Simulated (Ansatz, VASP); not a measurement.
**One calculation of MnS, two programs**

Contents of POSCAR:

```
MnS
1.0
    0.0000000000      2.5060127231      2.5060127231
    2.5060127231      0.0000000000      2.5060127231
    2.5060127231      2.5060127231      0.0000000000
Mn S
1 1
Direct
    0.0000000000      0.0000000000      0.0000000000
    0.7500000000      0.7500000000      0.7500000000
```

The input INCAR.step1:

```
PREC     = Accurate       # precision mode
ENCUT    = 520            # plane-wave cutoff, eV
ISMEAR   = -1             # smearing method
SIGMA    = 0.05           # smearing width, eV
LREAL    = False          # projectors in reciprocal space
LASPH    = True           # aspherical terms in the spheres
NELM     = 150            # most SCF steps
ISPIN    = 2              # spin polarisation
MAGMOM   = 4 0            # initial moments
LMAXMIX  = 4              # l up to which the mixer works
NBANDS   = 20             # bands
GGA      = PE             # functional
ALGO     = Normal         # electronic algorithm
EDIFF    = 1E-4           # SCF threshold, eV
LWAVE    = True           # write WAVECAR
LCHARG   = False          # write CHGCAR
```

File INCAR.step2:

```
PREC     = Accurate       # precision mode
ENCUT    = 520            # plane-wave cutoff, eV
EDIFF    = 1E-6           # SCF threshold, eV
ISMEAR   = -1             # smearing method
SIGMA    = 0.05           # smearing width, eV
LREAL    = False          # projectors in reciprocal space
LASPH    = True           # aspherical terms in the spheres
NELM     = 150            # most SCF steps
ALGO     = Normal         # electronic algorithm
ISIF     = 2              # what is computed and relaxed
LWAVE    = False          # write WAVECAR
LCHARG   = False          # write CHGCAR
ISPIN    = 2              # spin polarisation
MAGMOM   = 4 0            # initial moments
LORBIT   = 11             # projections on sites
LMAXMIX  = 4              # l up to which the mixer works
METAGGA  = R2SCAN         # meta-GGA
LMIXTAU  = True         
NBANDS   = 20             # bands
ISTART   = 1
```

The input KPOINTS:

```
Automatic mesh
0
Gamma
  9 9 9
```

Contents of input.yaml:

```yaml
crystal:
  lattice:
    - [0.0, 2.5060127231, 2.5060127231]
    - [2.5060127231, 0.0, 2.5060127231]
    - [2.5060127231, 2.5060127231, 0.0]
  atoms:
    - { symbol: Mn, position: [0.0, 0.0, 0.0], spin: 4.0 }
    - { symbol: S, position: [0.75, 0.75, 0.75] }
hamiltonian:
  xc: r2scan
  pseudopotentials: { kind: paw }
magnetization:
  spin_polarized: true
kpoints:
  mp_grid: { grid: [9, 9, 9] }
scf:
  occupations: { method: fermi_dirac, width: 0.05 }
output:
  forces: true
  stress: true
  eigenvalues: true
```

Alike in both runs: task single point; functional r2SCAN; k mesh 9 × 9 × 9; occupations fermi-dirac, width 0.05 eV; collinear spin.

|  | VASP | Ansatz |
| --- | --- | --- |
| version | VASP 6.6.1 | Ansatz 0.2.0 |
| potentials or method | VASP PAW PBE potentials, release 64 (Mn_pv, S) | Ansatz PAW |
| plane-wave cutoff (eV) | 520 | 500 |
| valence electrons in the cell | 19 | 21 |

```csv
,VASP,Ansatz,Ansatz less VASP
gap on the k mesh at the Fermi level (eV),none,none,-
pressure (GPa),-2.1,30.2,+32.34
net moment per atom (μB),0.51,2.00,+1.495
size of the moment on the site where the two differ most (μB),1.05,3.38,+2.338
```

The net moments are unlike, so the other rows may belong to different states. VASP's potentials were made for PBE, not for r2SCAN. Site moments also hang on the region over which each program counts them. A gap of «none» marks a metal or a gap that the smearing closes. VASP's potentials hold 19 valence electrons a cell and Ansatz's 21, so a difference there can come from the potentials and not from the codes.

Noted on Ansatz's run: the magnetic or orbital state may not be the lowest.
